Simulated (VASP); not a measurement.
# Al in VASP: single point with PBE+D3(BJ)

Aim: the single point of Al with PBE+D3(BJ).

Program: VASP 6.6.1. These are calculated values, not measurements. Logs are shortened: lines on timing, memory, paths and dates and some standing lists are left out, and cuts for length are marked.

### Step 1. The cell of the first run

The cell holds a slab with vacuum, 16 atoms: a = 5.498 Å, b = 5.498 Å, c = 29.601 Å, α = 90.00°, β = 90.00°, γ = 120.00°.

### Step 2. Single point, PBE+D3(BJ)

Input file INCAR:

```
SYSTEM = Al
PREC = Accurate
ENCUT = 400
EDIFF = 1E-6
ISMEAR = 1
SIGMA = 0.1
LREAL = .False.
LASPH = .True.
NELM = 120
ALGO = Normal
ISIF = 2
LWAVE = .False.
LCHARG = .True.
LDIPOL = .True.
IDIPOL = 3
DIPOL = 0.5 0.5 0.662
GGA = PE
IVDW = 12
LELF = .True.
LVHAR = .True.
LVACPOTAV = .True.
NBANDS = 38
GGA_COMPAT = .False.
NELMDL = -8
```

Input file KPOINTS:

```
regular mesh
0
Gamma
  9 9 1
  0 0 0
```

Input file POSCAR:

```
Al
1.0
    0.0000000289      5.4980656694      0.0000000000
   -4.7614645558     -2.7490328097      0.0000000000
    0.0000000000      0.0000000000     29.6010551267
Al
16
Direct
    0.6666666667      0.0000000000      0.5558897101
    0.6635443789      0.4960373791      0.5321762443
    0.1658263335      1.0031222877      0.5321762443
    0.1706292876      0.5008403332      0.5321762443
    0.0099604237      0.1710288528      0.6246061410
    0.0000000000      0.6666666667      0.6131915321
    0.4956378139      0.1722649042      0.6246061410
    0.4944017624      0.6567062430      0.6246061410
    0.3333333333      0.3333333333      0.7055636105
    0.3287656652      0.8308332157      0.7020465644
    0.8354008839      0.3379010014      0.7020465644
    0.8358334509      0.8312657828      0.7020465644
    0.6666287393      0.4997611107      0.7847656673
    0.6666666667      0.0000000000      0.7818648233
    0.1669055560      0.5002009620      0.7847656673
    0.1664657047      0.0000379273      0.7847656673
```

Potentials or basis: VASP PAW PBE potentials, release 64 (Al).

The run is started by

```bash
$ cat potpaw_PBE.64/Al/POTCAR > POTCAR
$ mpirun -np 1 vasp_std > vasp.out
```

OUTCAR:

```text
SYSTEM = Al
   PREC = Accurate
   ENCUT = 400
   EDIFF = 1E-6
   ISMEAR = 1
   LREAL = .False.
   LASPH = .True.
   NELM = 120
   ISIF = 2
   GGA = PE
   IVDW = 12
   NELMDL = -8
 IVDW          = 12

 ion  position               nearest neighbor table
   1  0.667  0.000  0.556-   8 2.61   5 2.61   7 2.61   4 2.82   3 2.82   2 2.82   2 2.85   4 2.85
                             3 2.85
   2  0.664  0.496  0.532-   4 2.72   3 2.72   3 2.77   4 2.77   1 2.82   1 2.85   6 2.88   7 3.14
                             8 3.15
   3  0.166  0.003  0.532-   2 2.72   4 2.72   4 2.77   2 2.77   1 2.82   1 2.85   6 2.88   5 3.14
                             7 3.15
   4  0.171  0.501  0.532-   2 2.72   3 2.72   3 2.77   2 2.77   1 2.82   1 2.85   6 2.88   8 3.14
                             5 3.15
   5  0.010  0.171  0.625-   1 2.61   8 2.67   7 2.67   6 2.77   6 2.77  12 2.81  11 2.81   7 2.83
                             8 2.83   9 2.85   3 3.14   4 3.15
   6  0.000  0.667  0.613-   5 2.77   8 2.77   7 2.77   7 2.77   5 2.77   8 2.77   3 2.88   2 2.88
                             4 2.88  10 3.06  12 3.06  11 3.06
   7  0.496  0.172  0.625-   1 2.61   5 2.67   8 2.67   6 2.77   6 2.77  11 2.81  10 2.81   8 2.83
                             5 2.83   9 2.85   2 3.14   3 3.15
   8  0.494  0.657  0.625-   1 2.61   5 2.67   7 2.67   6 2.77   6 2.77  10 2.81  12 2.81   7 2.83
                             5 2.83   9 2.85   4 3.14   2 3.15
   9  0.333  0.333  0.706-  12 2.75  10 2.75  11 2.75  11 2.75  12 2.75  10 2.75  16 2.83  13 2.83
                            15 2.83   5 2.85   8 2.85   7 2.85
  10  0.329  0.831  0.702-  11 2.71  12 2.71   9 2.75   9 2.75  12 2.79  11 2.79   8 2.81   7 2.81
                            14 2.86  15 2.91  16 2.91   6 3.06
  11  0.835  0.338  0.702-  10 2.71  12 2.71   9 2.75   9 2.75  12 2.79  10 2.79   7 2.81   5 2.81
                            14 2.86  13 2.91  15 2.91   6 3.06
  12  0.836  0.831  0.702-  10 2.71  11 2.71   9 2.75   9 2.75  11 2.79  10 2.79   5 2.81   8 2.81
                            14 2.86  16 2.91  13 2.91   6 3.06
  13  0.667  0.500  0.785-  15 2.75  16 2.75  14 2.75  16 2.75  15 2.75  14 2.75   9 2.83  11 2.91
                            12 2.91
  14  0.667  0.000  0.782-  15 2.75  16 2.75  13 2.75  13 2.75  15 2.75  16 2.75  11 2.86  12 2.86
                            10 2.86
  15  0.167  0.500  0.785-  13 2.75  16 2.75  14 2.75  16 2.75  13 2.75  14 2.75   9 2.83  10 2.91
                            11 2.91
  16  0.166  0.000  0.785-  13 2.75  15 2.75  14 2.75  15 2.75  13 2.75  14 2.75   9 2.83  12 2.91
                            10 2.91

  LATTYP: Found a hexagonal cell.
 ALAT       =     5.4980656694
 C/A-ratio  =     5.3839035229

  Lattice vectors:

 A1 = (   0.0000000289,   5.4980656694,   0.0000000000)
 A2 = (  -4.7614645558,  -2.7490328097,   0.0000000000)
 A3 = (   0.0000000000,   0.0000000000,  29.6010551267)

Analysis of symmetry for initial positions (statically):
=====================================================================
 Subroutine PRICEL returns:
 Original cell was already a primitive cell.

 Routine SETGRP: Setting up the symmetry group for a
 hexagonal supercell.

 Subroutine GETGRP returns: Found  3 space group operations
 (whereof  1 operations were pure point group operations)
 out of a pool of 24 trial point group operations.

The static configuration has the point symmetry C_1 .
 The point group associated with its full space group is C_3 .

Analysis of symmetry for dynamics (positions and initial velocities):
=====================================================================
 Subroutine PRICEL returns:
 Original cell was already a primitive cell.

 Routine SETGRP: Setting up the symmetry group for a
 hexagonal supercell.

 Subroutine GETGRP returns: Found  3 space group operations
 (whereof  1 operations were pure point group operations)
 out of a pool of 24 trial point group operations.

The dynamic configuration has the point symmetry C_1 .
 The point group associated with its full space group is C_3 .

 Subroutine INISYM returns: Found  3 space group operations
 (whereof  1 operations are pure point group operations),
 and found     1 'primitive' translations

----------------------------------------------------------------------------------------

                                     Primitive cell

  volume of cell :     774.9214

  direct lattice vectors                    reciprocal lattice vectors
     0.000000029  5.498065669  0.000000000    -0.105009707  0.181882150  0.000000000
[... 55 lines left out ...]
    -0.023335491  0.000000000  0.000000000    -0.000000000  0.111111111  0.000000000
     0.000000000  0.000000000  0.033782580     0.000000000  0.000000000  1.000000000

  Length of vectors
     0.023335491  0.023335491  0.033782580

  Shift w.r.t. Gamma in fractional coordinates (k-lattice)
     0.000000000  0.000000000  0.000000000

 Subroutine IBZKPT returns following result:
 ===========================================

 Found     15 irreducible k-points:

 Following reciprocal coordinates:
            Coordinates               Weight
  0.000000  0.000000  0.000000      1.000000
  0.111111 -0.000000  0.000000      6.000000
  0.222222  0.000000  0.000000      6.000000
  0.333333  0.000000  0.000000      6.000000
  0.444444  0.000000  0.000000      6.000000
  0.111111  0.111111  0.000000      6.000000
  0.222222  0.111111  0.000000      6.000000
 -0.222222  0.333333  0.000000      6.000000
  0.333333  0.111111  0.000000      6.000000
 -0.333333  0.444444  0.000000      6.000000
  0.444444  0.111111  0.000000      6.000000
  0.222222  0.222222  0.000000      6.000000
  0.333333  0.222222  0.000000      6.000000
 -0.333333 -0.444444  0.000000      6.000000
  0.333333  0.333333  0.000000      2.000000
   k-points           NKPTS =     15   k-points in BZ     NKDIM =     15   number of bands    NBANDS=     38
   number of dos      NEDOS =    301   number of ions     NIONS =     16
   total plane-waves  NPLWV = 254016
   dimension x,y,z NGX =    36 NGY =   36 NGZ =  196
   dimension x,y,z NGXF=    72 NGYF=   72 NGZF=  392
   ions per type =              16
   NGX,Y,Z   is equivalent  to a cutoff of  10.89, 10.89, 11.01 a.u.
   NGXF,Y,Z  is equivalent  to a cutoff of  21.77, 21.77, 22.02 a.u.
 SYSTEM =  Al
   PREC   = accura    normal or accurate (medium, high low for compatibility)
   ISTART =      0    job   : 0-new  1-cont  2-samecut
   ICHARG =      2    charge: 1-file 2-atom 10-const
   ISPIN  =      1    spin polarized calculation?
   LNONCOLLINEAR =      F non collinear calculations
   LSORBIT =      F    spin-orbit coupling
   LASPH  =      T    aspherical Exc in radial PAW
   ENCUT  =  400.0 eV  29.40 Ry    5.42 a.u.   8.97  8.97 48.27*2*pi/ulx,y,z
   NELM   =    120;   NELMIN=  2; NELMDL= -8     # of ELM steps
   EDIFF  = 0.1E-05   stopping-criterion for ELM
   LREAL  =      F    real-space projection
   EDIFFG = 0.1E-04   stopping-criterion for IOM
   NSW    =      0    number of steps for IOM
[... 5 lines left out ...]
   TEBEG  =    0.0;   TEEND  =   0.0 temperature during run
   PSTRESS=    0.0 pullay stress
   NELECT =      48.0000    total number of electrons
   NUPDOWN=      -1.0000    fix difference up-down
   EMIN   =  10.00;   EMAX   =-10.00  energy-range for DOS
   EFERMI =   0.00;   METHOD = LEGACY
   ISMEAR =     1;   SIGMA  =   0.10  broadening in eV -4-tet -1-fermi 0-gaus
   EFERMI_NEDOS =   21; number of points for ismear=-14 and -15
   IALGO  =     38    algorithm
   IMIX   =      4    mixing-type and parameters
     AMIX     =   0.40;   BMIX     =  1.00
     AMIX_MAG =   1.60;   BMIX_MAG =  1.00
  volume/ion in A,a.u.               =      48.43       326.84
  Fermi-wavevector in a.u.,A,eV,Ry     =   0.647743  1.224057  5.708609  0.419571
  Thomas-Fermi vector in A             =   1.716150
   LORBIT       =      0    0 simple, 1 ext, 2 COOP (PROOUT), +10 PAW based schemes
   GGA     = PE    functional components
   LHFCALC =     F    Hartree Fock is set to
   AEXX    =    0.0000 exact exchange contribution
   IVDW    =    12    specifies the selected vdW correction
   LEPSILON=     F    determine dielectric tensor
   LRPA    =     F    only Hartree local field effects (RPA)
 non-spin polarized calculation
 Methfessel and Paxton  Order N= 1 SIGMA  =   0.10
  energy-cutoff  :      400.00
  volume of cell :      774.92
 maximum number of plane-waves:     14133
   NGX = 17   NGY = 17   NGZ = 97

 dipolmoment           0.000000      0.000000      0.076122 electrons x Angstroem

 number of electron      48.0000000 magnetization

 dipolmoment           0.000000      0.000000     -0.005797 electrons x Angstroem

 Free energy of the ion-electron system (eV)
  ---------------------------------------------------
  ext. energy  EPLUGINS =         0.00000000
  ---------------------------------------------------
  free energy    TOTEN  =       -56.56224194 eV

  energy without entropy =      -56.56148745  energy(sigma->0) =      -56.56199045

 E-fermi :   0.0833     XC(G=0):  -4.0323

 val. band max:        0.0574837864   @ k =   0.1111   0.1111   0.0000
 cond. band min:       0.1147824616   @ k =   0.3333   0.1111   0.0000
 fundamental gap:      0.0572986752
 Fermi energy:         0.0833240594

 k-point     1 :       0.0000    0.0000    0.0000
  band No.  band energies     occupation
      1     -11.0176      2.00000
      2      -9.9873      2.00000
      3      -8.4735      2.00000
      4      -6.5263      2.00000
      5      -4.8994      2.00000
      6      -4.7314      2.00000
[... 574 lines left out ...]
     35       3.5589      0.00000
     36       3.6117      0.00000
 [bands above 36 left out]

------------------------ aborting loop because EDIFF is reached ----------------------------------------

 Edisp (eV)   -4.28456

 E8    (eV) :    -1.9834

  FORCE on cell =-STRESS in cart. coord.  units (eV):
  Direction    XX          YY          ZZ          XY          YZ          ZX
  --------------------------------------------------------------------------------------
  -------------------------------------------------------------------------------------
  Total       0.61000     0.61000     0.74859    -0.00000    -0.00000    -0.00000
  in kB       1.26120     1.26120     1.54774    -0.00000    -0.00000    -0.00000
  external pressure =        1.36 kB  Pullay stress =        0.00 kB

 VOLUME and BASIS-vectors are now :
 -----------------------------------------------------------------------------
  energy-cutoff  :      400.00
  volume of cell :      774.92
      direct lattice vectors                 reciprocal lattice vectors
     0.000000029  5.498065669  0.000000000    -0.105009707  0.181882150  0.000000000
    -4.761464556 -2.749032810  0.000000000    -0.210019416  0.000000001  0.000000000
     0.000000000  0.000000000 29.601055127     0.000000000  0.000000000  0.033782580

 POSITION                                       TOTAL-FORCE (eV/Angst)
 -----------------------------------------------------------------------------------
      0.00000      3.66538     16.45492        -0.000000      0.000000     -1.464562
     -2.36186      2.28459     15.75298        -0.105376      0.120199      0.254810
     -0.01487      0.90314     15.75298         0.156784      0.031159      0.254810
     -2.38473     -0.43870     15.75298        -0.051407     -0.151358      0.254810
     -0.81435     -0.41540     18.48900        -0.033643      0.036269      0.178804
     -3.17431     -1.83269     18.15112        -0.000000      0.000000      0.250388
[... 8 lines left out ...]
     -2.38169     -0.45741     23.22989         0.012196      0.011218      0.013697
     -0.00018      0.91514     23.22989        -0.015813      0.004953      0.013697
 -----------------------------------------------------------------------------------
    total drift:                               -0.000000     -0.000000      0.000001

  FREE ENERGIE OF THE ION-ELECTRON SYSTEM (eV)
  ---------------------------------------------------
  free  energy   TOTEN  =       -60.8468024089 eV

  energy  without entropy=      -60.8460479163  energy(sigma->0) =      -60.84655091

 vacuum level on the upper side and lower side of the slab         4.100         4.140
```

Wall time 23 min (1 thread of Intel Xeon 8259CL, shared host); peak memory 0.64 GiB.

What came out:

* Free energy: -60.8468 eV
* Largest force: 1.465 eV/Å
* Band gap on the k mesh: zero (bands 24 and 25 overlap by 1.23 eV)
* Dispersion energy per atom: -0.268 eV

Forces in eV/Å, atoms in the order of the input:
```
Al   0.000  0.000 -1.465
Al  -0.105  0.120  0.255
Al   0.157  0.031  0.255
Al  -0.051 -0.151  0.255
Al  -0.034  0.036  0.179
Al   0.000  0.000  0.250
Al  -0.015 -0.047  0.179
Al   0.048  0.011  0.179
Al   0.000  0.000 -0.062
Al  -0.057  0.083 -0.037
Al   0.101  0.007 -0.037
Al  -0.044 -0.091 -0.037
Al   0.004 -0.016  0.014
Al   0.000  0.000  0.045
Al   0.012  0.011  0.014
Al  -0.016  0.005  0.014
```

The gap in the log of VASP goes by the Fermi energy; the results here count the filled bands.